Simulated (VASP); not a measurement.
The system is BaS.

```
CELL_PARAMETERS angstrom
4.44219 0.00000 0.00000
-2.22110 3.84705 0.00000
0.00000 0.00000 7.78946
ATOMIC_POSITIONS crystal
Ba 0.00000 0.00000 0.00000
Ba 0.00000 0.00000 0.50000
S 0.33333 0.66667 0.25000
S 0.66667 0.33333 0.75000
```

Base run:

```yaml
Program: VASP 6.6.1
Functional: r2SCAN
Potentials_or_basis: VASP PAW PBE potentials, release 64 (Ba_sv, S)
Cutoff: 520 eV
k_mesh: 6 × 6 × 4
Occupations: gaussian, width 0.01 eV
Spin: no spin polarisation
```

Its results: band gap on the k mesh 2.71 eV, indirect (the least direct gap lies 4.9 meV higher); pressure 0.6 GPa.

**Question.** The run is repeated on the same cell with these changes: functional from r2SCAN to PBE. What comes out?

**Answer.** Band gap on the k mesh 2.32 eV, indirect (the least direct gap lies 1.4 meV higher); pressure 0.8 GPa.

r2SCAN gives the wider gap, since meta-GGAs in the generalised Kohn-Sham scheme recover part of the derivative discontinuity.

Caveats: spin-orbit coupling is left out, which moves the levels of the heavy elements; the PAW data sets were made with another functional, which shifts forces and pressure a little (some runs).

A k mesh can miss the band edges.
